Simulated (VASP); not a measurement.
Write the native input for VASP 6.6.1 that does the following.

| Item | Value |
| --- | --- |
| Task | relaxation of cell and atoms |
| Functional | PBE |
| Potentials or basis | VASP PAW PBE potentials, release 64 (B, As) |
| Cutoff | 600 eV |
| k mesh | 15 × 15 × 15 |
| Occupations | fermi-dirac, width 0.05 eV |
| Spin | no spin polarisation |
| Target pressure | 27 GPa |
| Dipole correction | no |
| Further INCAR settings | ALGO = Normal; EDIFF = 1e-06; IBRION = 2; EDIFFG = -0.005; NSW = 32; ISIF = 3 |

The structure of BAs (CsCl type) lies in POSCAR:

```
BAs
1.0
    2.7681356116      0.0000000000      0.0000000000
    0.0000000000      2.7681356116      0.0000000000
    0.0000000000      0.0000000000      2.7681356116
B As
1 1
Direct
    0.0000000000      0.0000000000      0.0000000000
    0.5000000000      0.5000000000      0.5000000000
```

The input as run:

INCAR

```
PREC = Accurate ; ENCUT = 600
EDIFF = 1E-6 ; ISMEAR = -1
SIGMA = 0.05 ; LREAL = False
LASPH = True ; NELM = 100
ALGO = Normal ; ISIF = 3
LWAVE = False ; LCHARG = False
GGA = PE ; IBRION = 2
NSW = 32 ; EDIFFG = -0.005
PSTRESS = 270.0
```

KPOINTS

```
regular mesh
0
Gamma
  15 15 15
```

Potentials or basis: VASP PAW PBE potentials, release 64 (B, As).

The run is started by

```sh
$ cat potpaw_PBE.64/B/POTCAR potpaw_PBE.64/As/POTCAR > POTCAR
$ mpirun -np 1 vasp_std > vasp.out
```

It gave:

* Relaxed volume: 10.64 Å³/atom
* Relaxed cell: a = 2.771 Å, b = 2.771 Å, c = 2.771 Å, α = 90.00°, β = 90.00°, γ = 90.00°
* Space group after relaxing (to 0.05 Å): Pm-3m (No. 221)
* Energy change on relaxing (the enthalpy is what falls): -5.0 meV/atom
* Ionic steps: 3
* Pressure after relaxing: 27.0 GPa

Caveat: the cell is relaxed towards a set pressure, so the enthalpy falls and the energy may rise.

It took 31 s on 1 thread of Intel Xeon 6975P-C (shared host), peak memory 0.16 GiB.
